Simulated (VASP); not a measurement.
# CdS (base) (F-43m) in VASP: single point with PBEsol

Aim: the single point of CdS (base) with PBEsol.

All numbers are computed with VASP 6.6.1; they aren't measurements. Logs are shortened: lines on timing, memory, paths and dates and some standing lists are left out, and cuts for length are marked.

## Step 1: The cell of the first run

It takes space group F-43m (No. 216, cubic). Conventional cell: a = 5.824 Å, b = 5.824 Å, c = 5.824 Å, α = 90.00°, β = 90.00°, γ = 90.00°. Cd (site symmetry -43m) has 4 S at 2.52 Å within 3.3 Å. Within 3.3 Å of S (site symmetry -43m) lie 4 Cd at 2.52 Å.

## Step 2: Single point, PBEsol

The input, INCAR:

```
SYSTEM = CdS
PREC = Accurate
ENCUT = 500
EDIFF = 1E-6
ISMEAR = 0
SIGMA = 0.02
LREAL = .FALSE.
LASPH = .TRUE.
NELM = 120
ALGO = Normal
ISIF = 2
LWAVE = .FALSE.
LCHARG = .FALSE.
GGA = PS
NBANDS = 16
GGA_COMPAT = .FALSE.
```

The input, KPOINTS:

```
Automatic mesh
0
G
  8 8 8
  0 0 0
```

The input, POSCAR:

```
CdS
1.0
    0.0000000000      2.9119467872      2.9119467872
    2.9119467872      0.0000000000      2.9119467872
    2.9119467872      2.9119467872      0.0000000000
Cd S
1 1
Direct
    0.0000000000      0.0000000000      0.0000000000
    0.7500000000      0.7500000000      0.7500000000
```

Potentials or basis: VASP PAW PBE potentials, release 64 (Cd, S).

Launch:

```sh
> cat potpaw_PBE.64/Cd/POTCAR potpaw_PBE.64/S/POTCAR > POTCAR
> mpirun -np 1 vasp_std > vasp.out
```

OUTCAR:

```text
SYSTEM = CdS
   PREC = Accurate
   ENCUT = 500
   EDIFF = 1E-6
   ISMEAR = 0
   LREAL = .FALSE.
   LASPH = .TRUE.
   NELM = 120
   ISIF = 2
   GGA = PS

 ion  position               nearest neighbor table
   1  0.000  0.000  0.000-   2 2.52   2 2.52   2 2.52   2 2.52
   2  0.750  0.750  0.750-   1 2.52   1 2.52   1 2.52   1 2.52

  LATTYP: Found a face centered cubic cell.
 ALAT       =     5.8238935744

  Lattice vectors:

 A1 = (   0.0000000000,   2.9119467872,   2.9119467872)
 A2 = (   2.9119467872,   0.0000000000,   2.9119467872)
 A3 = (   2.9119467872,   2.9119467872,   0.0000000000)

Analysis of symmetry for initial positions (statically):
=====================================================================
 Subroutine PRICEL returns:
 Original cell was already a primitive cell.

 Routine SETGRP: Setting up the symmetry group for a
 face centered cubic supercell.

 Subroutine GETGRP returns: Found 24 space group operations
 (whereof 24 operations were pure point group operations)
 out of a pool of 48 trial point group operations.

The static configuration has the point symmetry T_d .

Analysis of symmetry for dynamics (positions and initial velocities):
=====================================================================
 Subroutine PRICEL returns:
 Original cell was already a primitive cell.

 Routine SETGRP: Setting up the symmetry group for a
 face centered cubic supercell.

 Subroutine GETGRP returns: Found 24 space group operations
 (whereof 24 operations were pure point group operations)
 out of a pool of 48 trial point group operations.

The dynamic configuration has the point symmetry T_d .

 Subroutine INISYM returns: Found 24 space group operations
 (whereof 24 operations are pure point group operations),
 and found     1 'primitive' translations

----------------------------------------------------------------------------------------

                                     Primitive cell

  volume of cell :      49.3833

  direct lattice vectors                    reciprocal lattice vectors
     0.000000000  2.911946787  2.911946787    -0.171706434  0.171706434  0.171706434
     2.911946787  0.000000000  2.911946787     0.171706434 -0.171706434  0.171706434
     2.911946787  2.911946787  0.000000000     0.171706434  0.171706434 -0.171706434
[... 74 lines left out ...]
 SYSTEM =  CdS
   PREC   = accura    normal or accurate (medium, high low for compatibility)
   ISTART =      0    job   : 0-new  1-cont  2-samecut
   ICHARG =      2    charge: 1-file 2-atom 10-const
   ISPIN  =      1    spin polarized calculation?
   LNONCOLLINEAR =      F non collinear calculations
   LSORBIT =      F    spin-orbit coupling
   LASPH  =      T    aspherical Exc in radial PAW
   ENCUT  =  500.0 eV  36.75 Ry    6.06 a.u.   7.51  7.51  7.51*2*pi/ulx,y,z
   NELM   =    120;   NELMIN=  2; NELMDL= -5     # of ELM steps
   EDIFF  = 0.1E-05   stopping-criterion for ELM
   LREAL  =      F    real-space projection
   EDIFFG = 0.1E-04   stopping-criterion for IOM
   NSW    =      0    number of steps for IOM
   IBRION =     -1    ionic relax: 0-MD 1-quasi-New 2-CG
   NFREE  =      0    steps in history (QN), initial steepest desc. (CG)
   ISIF   =      2    stress and relaxation
   ISYM   =      2    0-nonsym 1-usesym 2-fastsym
   POTIM  = 0.5000    time-step for ionic-motion
   TEBEG  =    0.0;   TEEND  =   0.0 temperature during run
   PSTRESS=    0.0 pullay stress
   NELECT =      18.0000    total number of electrons
   NUPDOWN=      -1.0000    fix difference up-down
   EMIN   =  10.00;   EMAX   =-10.00  energy-range for DOS
   EFERMI =   0.00;   METHOD = LEGACY
   ISMEAR =     0;   SIGMA  =   0.02  broadening in eV -4-tet -1-fermi 0-gaus
   EFERMI_NEDOS =   21; number of points for ismear=-14 and -15
   IALGO  =     38    algorithm
   IMIX   =      4    mixing-type and parameters
     AMIX     =   0.40;   BMIX     =  1.00
     AMIX_MAG =   1.60;   BMIX_MAG =  1.00
  volume/ion in A,a.u.               =      24.69       166.63
  Fermi-wavevector in a.u.,A,eV,Ry     =   1.169425  2.209892 18.606701  1.367554
  Thomas-Fermi vector in A             =   2.305898
   LORBIT       =      0    0 simple, 1 ext, 2 COOP (PROOUT), +10 PAW based schemes
   GGA     = PS    functional components
   LHFCALC =     F    Hartree Fock is set to
   AEXX    =    0.0000 exact exchange contribution
   IVDW    =     0    specifies the selected vdW correction
   LEPSILON=     F    determine dielectric tensor
   LRPA    =     F    only Hartree local field effects (RPA)
 non-spin polarized calculation
 Gauss-broadening in eV      SIGMA  =   0.02
  energy-cutoff  :      500.00
  volume of cell :       49.38
 maximum number of plane-waves:      1283
   NGX = 15   NGY = 15   NGZ = 15

 number of electron      18.0000004 magnetization

 Free energy of the ion-electron system (eV)
  ---------------------------------------------------
  ext. energy  EPLUGINS =         0.00000000
  ---------------------------------------------------
  free energy    TOTEN  =        -6.81300530 eV

  energy without entropy =       -6.81300530  energy(sigma->0) =       -6.81300530

 E-fermi :   1.4111     XC(G=0):  -9.4002

 val. band max:        1.2526781790   @ k =   0.0000   0.0000   0.0000
 cond. band min:       2.2703598933   @ k =   0.0000   0.0000   0.0000
 fundamental gap:      1.0176817143
 Fermi energy:         1.4111226815

 k-point     1 :       0.0000    0.0000    0.0000
  band No.  band energies     occupation
      1     -11.1613      2.00000
      2      -6.4944      2.00000
      3      -6.4944      2.00000
      4      -6.4944      2.00000
      5      -5.9997      2.00000
      6      -5.9997      2.00000
[... 433 lines left out ...]
      3      -6.2872      2.00000
      4      -6.0282      2.00000
      5      -5.9727      2.00000
      6      -5.4971      2.00000
[... 8 lines left out ...]
     15      13.4512      0.00000
     16      14.3873      0.00000

 [... further k-points ...]
[... 5 lines left out ...]
  --------------------------------------------------------------------------------------
  -------------------------------------------------------------------------------------
  Total        0.1230421      0.1230421      0.1230421     -0.0000000     -0.0000000      0.0000000
  in kB        3.9919385      3.9919385      3.9919385     -0.0000000     -0.0000000      0.0000000
  external PRESSURE =       3.9919385 kB  Pullay stress =       0.0000000 kB

 VOLUME and BASIS-vectors are now :
 -----------------------------------------------------------------------------
  energy-cutoff  :      500.00
  volume of cell :       49.38
      direct lattice vectors                 reciprocal lattice vectors
     0.000000000  2.911946787  2.911946787    -0.171706434  0.171706434  0.171706434
     2.911946787  0.000000000  2.911946787     0.171706434 -0.171706434  0.171706434
     2.911946787  2.911946787  0.000000000     0.171706434  0.171706434 -0.171706434

 POSITION                                       TOTAL-FORCE (eV/Angst)
 -----------------------------------------------------------------------------------
      0.00000      0.00000      0.00000        -0.000000     -0.000000     -0.000000
      4.36792      4.36792      4.36792         0.000000      0.000000      0.000000
 -----------------------------------------------------------------------------------
    total drift:                                0.000000      0.000000      0.000000

  FREE ENERGIE OF THE ION-ELECTRON SYSTEM (eV)
  ---------------------------------------------------
  free  energy   TOTEN  =        -6.8130052992 eV

  energy  without entropy=       -6.8130052992  energy(sigma->0) =       -6.81300530
```

OSZICAR:

```text
N       E                     dE             d eps       ncg     rms          rms(c)
DAV:   1     0.108427025209E+03    0.10843E+03   -0.89830E+03   952   0.100E+03
DAV:   2    -0.312261904388E+01   -0.11155E+03   -0.10514E+03  1136   0.250E+02
DAV:   3    -0.728657496806E+01   -0.41640E+01   -0.41564E+01  1144   0.513E+01
DAV:   4    -0.731182991974E+01   -0.25255E-01   -0.25253E-01  1184   0.393E+00
DAV:   5    -0.731216348004E+01   -0.33356E-03   -0.33356E-03  1128   0.424E-01    0.788E+00
DAV:   6    -0.683557356004E+01    0.47659E+00   -0.78897E-01  1384   0.122E+01    0.634E+00
DAV:   7    -0.681553251410E+01    0.20041E-01   -0.16499E-01  1176   0.288E+00    0.301E+00
DAV:   8    -0.681317155876E+01    0.23610E-02   -0.16982E-02  1088   0.164E+00    0.255E-01
DAV:   9    -0.681293103145E+01    0.24053E-03   -0.20398E-03  1144   0.685E-01    0.520E-02
DAV:  10    -0.681296610204E+01   -0.35071E-04   -0.19723E-04  1136   0.165E-01    0.578E-02
DAV:  11    -0.681300805151E+01   -0.41949E-04   -0.68295E-05  1120   0.748E-02    0.201E-02
DAV:  12    -0.681300472474E+01    0.33268E-05   -0.13695E-05  1184   0.452E-02    0.814E-03
DAV:  13    -0.681300529923E+01   -0.57449E-06   -0.23096E-06  1088   0.893E-03
   1 F= -.68130053E+01 E0= -.68130053E+01  d E =-.365780E-31
```

stdout:

```text
POSCAR found type information on POSCAR CdS
 POSCAR found :  2 types and       2 ions
 scaLAPACK will be used
 -----------------------------------------------------------------------------
|                                                                             |
|                                                                             |
|     You enforced a specific xc type in the INCAR file but a different       |
|     I HOPE YOU KNOW WHAT YOU ARE DOING!                                     |
|                                                                             |
 -----------------------------------------------------------------------------

 LDA part: xc-table for (Slater+PW92), standard interpolation
 POSCAR, INCAR and KPOINTS ok, starting setup
 FFT: planning ... GRIDC
 FFT: planning ... GRID_SOFT
 FFT: planning ... GRID
 WAVECAR not read
 entering main loop
```

Wall time 10 s (1 thread of Intel Xeon 6975P-C (Granite Rapids), shared host); peak memory 0.17 GiB.

Results:

| Item | Value |
| --- | --- |
| Free energy | -6.8130 eV |
| Pressure | 0.4 GPa |
| Band gap on the k mesh | 1.02 eV, direct |

Caveat: the PAW data sets were made with another functional, which shifts forces and pressure a little.
